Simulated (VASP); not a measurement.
Write the native input for VASP 6.6.1 that does the following.

```
Task                   : single point
Functional             : r2SCAN
Dispersion             : rVV10
Potentials or basis    : VASP PAW PBE potentials, release 64 (Ti_sv, O)
Cutoff                 : 660 eV
k mesh                 : 6 × 6 × 10
Occupations            : gaussian, width 0.02 eV
Spin                   : no spin polarisation
Dipole correction      : no
Further INCAR settings : ALGO = Normal; EDIFF = 1e-06; NBANDS = 33
```

TiO2:

```
Ti O
1.0
     4.58468    0.00000    0.00000
     0.00000    4.58468    0.00000
     0.00000    0.00000    2.95192
Ti O
2 4
Direct
  0.00000 0.00000 0.00000
  0.50000 0.50000 0.50000
  0.30429 0.30429 0.00000
  0.69571 0.69571 0.00000
  0.19571 0.80429 0.50000
  0.80429 0.19571 0.50000
```

The input as run:

POSCAR

```
TiO2
1.0
    4.5846750867      0.0000000000      0.0000000000
    0.0000000000      4.5846750867      0.0000000000
    0.0000000000      0.0000000000      2.9519183870
Ti O
2 4
Direct
    0.0000000000      0.0000000000      0.0000000000
    0.5000000000      0.5000000000      0.5000000000
    0.3042881723      0.3042881723      0.0000000000
    0.6957118277      0.6957118277      0.0000000000
    0.1957118277      0.8042881723      0.5000000000
    0.8042881723      0.1957118277      0.5000000000
```

INCAR.step1

```
ALGO = Normal
EDIFF = 1E-5
ENCUT = 660
GGA = PE
GGA_COMPAT = F
ISMEAR = 0
LASPH = T
LCHARG = F
LREAL = F
LWAVE = T
NBANDS = 33
NELM = 120
PREC = Accurate
SIGMA = 0.02
```

INCAR.step2

```
ALGO = Normal
BPARAM = 11.95
CPARAM = 0.0093
EDIFF = 1E-6
ENCUT = 660
GGA_COMPAT = F
ISIF = 2
ISMEAR = 0
ISTART = 1
IVDW_NL = 2
LASPH = T
LCHARG = F
LMIXTAU = T
LREAL = F
LUSE_VDW = T
LWAVE = F
METAGGA = R2SCAN
NBANDS = 33
NELM = 120
PREC = Accurate
SIGMA = 0.02
```

KPOINTS

```
k-points
0
Gamma
  6 6 10
```

Potentials or basis: VASP PAW PBE potentials, release 64 (Ti_sv, O).

Command:

```sh
$ cat potpaw_PBE.64/Ti_sv/POTCAR potpaw_PBE.64/O/POTCAR > POTCAR
$ cp INCAR.step1 INCAR
$ mpirun -np 1 vasp_std > vasp.out
$ cp INCAR.step2 INCAR
$ mpirun -np 1 vasp_std > vasp.out
```

It gave:

- Pressure: 0.9 GPa
- Largest force: 0.024 eV/Å
- Band gap on the k mesh: 2.23 eV

Caveat: the PAW data sets were made with another functional, which shifts forces and pressure a little.

Run time: 20 min on 1 thread of Oxide Virtual Turin-like Processor (shared host), peak memory 0.44 GiB.
